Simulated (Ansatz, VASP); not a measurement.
**CdSi3 in VASP and in Ansatz**

File INCAR:

```
ALGO = Normal
EDIFF = 1E-7
ENCUT = 520
GGA = PE
ISIF = 2
ISMEAR = 0
LASPH = True
LCHARG = True
LELF = True
LREAL = False
LVHAR = True
LWAVE = False
NBANDS = 20
NELM = 80
PREC = Accurate
SIGMA = 0.1
```

Contents of KPOINTS:

```
k-points
0
Gamma
  4 4 4
```

File POSCAR:

```
CdSi3
1.0
    4.0452075781      0.0000000000      0.0000000000
    0.0000000000      4.0452075781      0.0000000000
    0.0000000000      0.0000000000      4.0036284902
Cd Si
1 3
Direct
    0.0000000000      0.0000000000      0.0000000000
    0.0000000000      0.5000000000      0.5000000000
    0.5000000000      0.0000000000      0.5000000000
    0.5000000000      0.5000000000      0.0000000000
```

Input for Ansatz:

```yaml
crystal:
  lattice:
    - [4.0452075781, 0.0, 0.0]
    - [0.0, 4.0452075781, 0.0]
    - [0.0, 0.0, 4.0036284902]
  atoms:
    - { symbol: Cd, position: [0.0, 0.0, 0.0] }
    - { symbol: Si, position: [0.0, 0.5, 0.5] }
    - { symbol: Si, position: [0.5, 0.0, 0.5] }
    - { symbol: Si, position: [0.5, 0.5, 0.0] }
basis:
  ecutwfc: 420
kpoints:
  mp_grid: { grid: [4, 4, 4] }
hamiltonian:
  xc: pbe
scf:
  occupations: { method: gaussian, width: 0.1 }
  lower_state_search: "off"
output:
  forces: true
  stress: true
  eigenvalues: true
```

Alike in both runs: task single point; functional PBE; k mesh 4 × 4 × 4; occupations gaussian, width 0.1 eV; no spin polarisation.

|  | VASP | Ansatz |
| --- | --- | --- |
| version | VASP 6.6.1 | Ansatz 0.2.0 |
| potentials or method | VASP PAW PBE potentials, release 64 (Cd, Si), cutoff 520 eV | scalar-relativistic, plane waves, PAW |
| valence electrons in the cell | 24 | 32 |

|  | VASP | Ansatz | Ansatz less VASP |
| --- | --- | --- | --- |
| gap on the k mesh at the Fermi level (eV) | none | none | - |
| pressure (GPa) | 5.0 | 4.7 | -0.33 |
| traceless stress, the component that is largest in VASP (GPa) | -1.63 | -1.66 | -0.022 |

A gap of «none» marks a metal or a gap that the smearing closes. With one functional, cell and mesh, what is left measures potentials, basis and numerics. VASP's potentials hold 24 valence electrons a cell and Ansatz's 32, so a difference there can come from the potentials and not from the codes.

The k mesh is coarse, so the values compare programs but aren't converged.
